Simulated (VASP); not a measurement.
# KI (Cmcm) in VASP: single point with PBEsol

Aim: the single point of KI with PBEsol.

Everything below comes from runs of VASP 6.6.1. Logs are shortened: lines on timing, memory, paths and dates and some standing lists are left out, and cuts for length are marked.

## Step 1: The cell of the first run

Symmetry: Cmcm, No. 63, orthorhombic system. The conventional cell has a = 5.025 Å, b = 8.510 Å, c = 8.677 Å, α = 90.00°, β = 90.00°, γ = 90.00°. Within 4.7 Å of K (site symmetry 2/m) lie 6 I at 3.59 to 3.62 Å and 2 K at 4.34 Å. Within 4.7 Å of I (site symmetry m2m) lie 6 K at 3.59 to 3.62 Å.

## Step 2: Single point, PBEsol

Input file INCAR:

```
SYSTEM = KI
PREC = Accurate
ENCUT = 520
EDIFF = 1E-6
ISMEAR = 0
SIGMA = 0.01
LREAL = .FALSE.
LASPH = .TRUE.
NELM = 60
ALGO = Normal
ISIF = 2
LWAVE = .FALSE.
LCHARG = .FALSE.
GGA = PS
NBANDS = 24
```

Input file KPOINTS:

```
Automatic mesh
0
G
  4 4 2
  0 0 0
```

Input file POSCAR:

```
KI
1.0
    2.5126600000     -4.2552270000      0.0000000000
    2.5126600000      4.2552270000      0.0000000000
    0.0000000000      0.0000000000      8.6765890000
K I
2 2
Direct
    0.5000000000      0.5000000000      0.5000000000
    0.5000000000      0.5000000000      0.0000000000
    0.8402300000      0.1597700000      0.2500000000
    0.1597700000      0.8402300000      0.7500000000
```

Potentials or basis: VASP PAW PBE potentials, release 64 (K_sv, I).

The run is started by

```sh
> cat potpaw_PBE.64/K_sv/POTCAR potpaw_PBE.64/I/POTCAR > POTCAR
> mpirun -np 1 vasp_std > vasp.out
```

OUTCAR:

```text
SYSTEM = KI
   PREC = Accurate
   ENCUT = 520
   EDIFF = 1E-6
   ISMEAR = 0
   LREAL = .FALSE.
   LASPH = .TRUE.
   NELM = 60
   ISIF = 2
   GGA = PS

 ion  position               nearest neighbor table
   1  0.500  0.500  0.500-   4 3.59   3 3.59   4 3.59   3 3.59   3 3.62   4 3.62
   2  0.500  0.500  0.000-   4 3.59   3 3.59   4 3.59   3 3.59   3 3.62   4 3.62
   3  0.840  0.160  0.250-   1 3.59   2 3.59   1 3.59   2 3.59   1 3.62   2 3.62
   4  0.160  0.840  0.750-   1 3.59   2 3.59   1 3.59   2 3.59   1 3.62   2 3.62

  LATTYP: Found a base centered orthorhombic cell.
 ALAT       =     5.0253200000
 B/A-ratio  =     1.6935148408
 C/A-ratio  =     1.7265744271

  Lattice vectors:

 A1 = (   2.5126600000,  -4.2552270000,   0.0000000000)
 A2 = (   2.5126600000,   4.2552270000,   0.0000000000)
 A3 = (   0.0000000000,   0.0000000000,   8.6765890000)

Analysis of symmetry for initial positions (statically):
=====================================================================
 Subroutine PRICEL returns:
 Original cell was already a primitive cell.

 Routine SETGRP: Setting up the symmetry group for a
 base centered orthorhombic supercell.

 Subroutine GETGRP returns: Found  8 space group operations
 (whereof  4 operations were pure point group operations)
 out of a pool of  8 trial point group operations.

The static configuration has the point symmetry C_2h.
 The point group associated with its full space group is D_2h.

Analysis of symmetry for dynamics (positions and initial velocities):
=====================================================================
 Subroutine PRICEL returns:
 Original cell was already a primitive cell.

 Routine SETGRP: Setting up the symmetry group for a
 base centered orthorhombic supercell.

 Subroutine GETGRP returns: Found  8 space group operations
 (whereof  4 operations were pure point group operations)
 out of a pool of  8 trial point group operations.

The dynamic configuration has the point symmetry C_2h.
 The point group associated with its full space group is D_2h.

 Subroutine INISYM returns: Found  8 space group operations
 (whereof  4 operations are pure point group operations),
 and found     1 'primitive' translations

----------------------------------------------------------------------------------------

                                     Primitive cell

  volume of cell :     185.5391

  direct lattice vectors                    reciprocal lattice vectors
[... 73 lines left out ...]
   ICHARG =      2    charge: 1-file 2-atom 10-const
   ISPIN  =      1    spin polarized calculation?
   LNONCOLLINEAR =      F non collinear calculations
   LSORBIT =      F    spin-orbit coupling
   LASPH  =      T    aspherical Exc in radial PAW
   ENCUT  =  520.0 eV  38.22 Ry    6.18 a.u.   9.19  9.19 16.13*2*pi/ulx,y,z
   NELM   =     60;   NELMIN=  2; NELMDL= -5     # of ELM steps
   EDIFF  = 0.1E-05   stopping-criterion for ELM
   LREAL  =      F    real-space projection
[... 7 lines left out ...]
   TEBEG  =    0.0;   TEEND  =   0.0 temperature during run
   PSTRESS=    0.0 pullay stress
   NELECT =      32.0000    total number of electrons
   NUPDOWN=      -1.0000    fix difference up-down
   EMIN   =  10.00;   EMAX   =-10.00  energy-range for DOS
   EFERMI =   0.00;   METHOD = LEGACY
   ISMEAR =     0;   SIGMA  =   0.01  broadening in eV -4-tet -1-fermi 0-gaus
   EFERMI_NEDOS =   21; number of points for ismear=-14 and -15
   IALGO  =     38    algorithm
   IMIX   =      4    mixing-type and parameters
     AMIX     =   0.40;   BMIX     =  1.00
     AMIX_MAG =   1.60;   BMIX_MAG =  1.00
  volume/ion in A,a.u.               =      46.38       313.02
  Fermi-wavevector in a.u.,A,eV,Ry     =   0.911268  1.722048 11.298416  0.830410
  Thomas-Fermi vector in A             =   2.035528
   LORBIT       =      0    0 simple, 1 ext, 2 COOP (PROOUT), +10 PAW based schemes
   GGA     = PS    functional components
   LHFCALC =     F    Hartree Fock is set to
   AEXX    =    0.0000 exact exchange contribution
   IVDW    =     0    specifies the selected vdW correction
   LEPSILON=     F    determine dielectric tensor
   LRPA    =     F    only Hartree local field effects (RPA)
 non-spin polarized calculation
 Gauss-broadening in eV      SIGMA  =   0.01
  energy-cutoff  :      520.00
  volume of cell :      185.54
 maximum number of plane-waves:      5034
 NGX is ok and might be reduce to    40
   NGX = 19   NGY = 19   NGZ = 33

 number of electron      31.9999999 magnetization

 Free energy of the ion-electron system (eV)
  ---------------------------------------------------
  ext. energy  EPLUGINS =         0.00000000
  ---------------------------------------------------
  free energy    TOTEN  =       -11.52419366 eV

  energy without entropy =      -11.52419366  energy(sigma->0) =      -11.52419366

 E-fermi :  -0.5187     XC(G=0):  -7.1303

 val. band max:       -0.6562847104   @ k =   0.0000   0.0000   0.0000
 cond. band min:       2.9535159592   @ k =   0.0000   0.0000   0.0000
 fundamental gap:      3.6098006695
 Fermi energy:        -0.5186877213

 k-point     1 :       0.0000    0.0000    0.0000
  band No.  band energies     occupation
      1     -29.2325      2.00000
      2     -29.2282      2.00000
      3     -12.9292      2.00000
      4     -12.7803      2.00000
      5     -12.7775      2.00000
      6     -12.7695      2.00000
[... 367 lines left out ...]
     23       7.3160      0.00000
     24       7.3160      0.00000

------------------------ aborting loop because EDIFF is reached ----------------------------------------

  FORCE on cell =-STRESS in cart. coord.  units (eV):
  Direction    XX          YY          ZZ          XY          YZ          ZX
  --------------------------------------------------------------------------------------
  -------------------------------------------------------------------------------------
  Total       -0.8613241     -0.7813665     -0.8299318      0.0000000     -0.0000000      0.0000000
  in kB       -7.4377521     -6.7472984     -7.1666720      0.0000000     -0.0000000      0.0000000
  external PRESSURE =      -7.1172408 kB  Pullay stress =       0.0000000 kB

 VOLUME and BASIS-vectors are now :
 -----------------------------------------------------------------------------
  energy-cutoff  :      520.00
  volume of cell :      185.54
      direct lattice vectors                 reciprocal lattice vectors
     2.512660000 -4.255227000  0.000000000     0.198992303 -0.117502545  0.000000000
     2.512660000  4.255227000  0.000000000     0.198992303  0.117502545  0.000000000
     0.000000000  0.000000000  8.676589000     0.000000000  0.000000000  0.115252664

 POSITION                                       TOTAL-FORCE (eV/Angst)
 -----------------------------------------------------------------------------------
      2.51266      0.00000      4.33829        -0.000000      0.000000     -0.000000
      2.51266      0.00000      0.00000         0.000000     -0.000000     -0.000000
      2.51266     -2.89551      2.16915         0.000000      0.029804      0.000000
      2.51266      2.89551      6.50744         0.000000     -0.029804      0.000000
 -----------------------------------------------------------------------------------
    total drift:                               -0.000000      0.000000     -0.000000

  FREE ENERGIE OF THE ION-ELECTRON SYSTEM (eV)
  ---------------------------------------------------
  free  energy   TOTEN  =       -11.5241936592 eV

  energy  without entropy=      -11.5241936592  energy(sigma->0) =      -11.52419366
```

stdout:

```text
POSCAR found type information on POSCAR K I
 POSCAR found :  2 types and       4 ions
 scaLAPACK will be used
 -----------------------------------------------------------------------------
|                                                                             |
|                                                                             |
|     You enforced a specific xc type in the INCAR file but a different       |
|     I HOPE YOU KNOW WHAT YOU ARE DOING!                                     |
|                                                                             |
 -----------------------------------------------------------------------------

 LDA part: xc-table for (Slater+PW92), standard interpolation
 POSCAR, INCAR and KPOINTS ok, starting setup
 FFT: planning ... GRIDC
 FFT: planning ... GRID_SOFT
 FFT: planning ... GRID
 WAVECAR not read
 entering main loop
```

It took 3.6 min on 1 thread of AMD EPYC 7R43 (Zen 3), shared host; peak memory 0.29 GiB.

Results:

```
Free energy            : -11.5242 eV
Pressure               : -0.7 GPa
Largest force          : 0.030 eV/Å
Band gap on the k mesh : 3.61 eV
```

Forces on the atoms (eV/Å):
```
K    0.000  0.000  0.000
K    0.000  0.000  0.000
I    0.000  0.030  0.000
I    0.000 -0.030  0.000
```

Levels at points of the mesh, in eV from the valence-band top:
```
           k point  band 13  band 14  band 15  band 16  band 17  band 18  band 19  band 20
(0.00, 0.00, 0.00)    -0.25    -0.21    -0.06     0.00     3.61     5.32     5.60     6.54
(0.50, 0.00, 0.00)    -0.69    -0.56    -0.34    -0.34     5.01     5.58     5.58     6.72
(0.50, 0.50, 0.00)    -0.63    -0.62    -0.42    -0.40     4.94     5.61     5.75     6.71
(0.00, 0.00, 0.50)    -0.19    -0.19    -0.13    -0.13     4.68     4.68     6.20     6.20
(0.50, 0.00, 0.50)    -0.52    -0.52    -0.34    -0.34     5.43     5.43     5.57     5.57
(0.50, 0.50, 0.50)    -0.50    -0.50    -0.41    -0.41     5.38     5.38     5.58     5.58
```

Caveat: the PAW data sets were made with another functional, which shifts forces and pressure a little; spin-orbit coupling is left out, which moves the levels of the heavy elements.
